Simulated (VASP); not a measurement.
Input of a VASP 6.6.1 run:

File INCAR:

```
ALGO = Normal
EDIFF = 1E-7
ENCUT = 520
GGA = PS
ISIF = 2
ISMEAR = 0
LASPH = True
LCHARG = False
LREAL = False
LWAVE = False
NBANDS = 50
NELM = 100
PREC = Accurate
SIGMA = 0.01
```

Contents of KPOINTS:

```
k-points
0
Gamma
  6 6 2
```

POSCAR

```
SnO
1.0
    3.8373351844      0.0006497823      0.0000000000
   -0.0005892392      3.8373351942      0.0000000000
    0.0000000000      0.0000000000     10.4031907586
Sn O
4 4
Direct
    0.7499437315      0.2500562685      0.8609637092
    0.2500562685      0.7499437315      0.1390362908
    0.7500562685      0.2499437315      0.3609637092
    0.2499437315      0.7500562685      0.6390362908
    0.2500480356      0.2499519644      0.2500000000
    0.7499519644      0.7500480356      0.7500000000
    0.2499519644      0.2500480356      0.7500000000
    0.7500480356      0.7499519644      0.2500000000
```

Potentials or basis: VASP PAW PBE potentials, release 64 (Sn_d, O).

The run is started by

```console
$ cat potpaw_PBE.64/Sn_d/POTCAR potpaw_PBE.64/O/POTCAR > POTCAR
$ mpirun -np 1 vasp_std > vasp.out
```

(1) Predict the largest force.

(2) Predict the band gap on the k mesh.

(3) What does it give for the pressure?

Answers

(1) 0.083 eV/Å.

(2) 0.62 eV.

(3) -1.9 GPa.

Caveat: the PAW data sets were made with another functional, which shifts forces and pressure a little; spin-orbit coupling is left out, which moves the levels of the heavy elements.
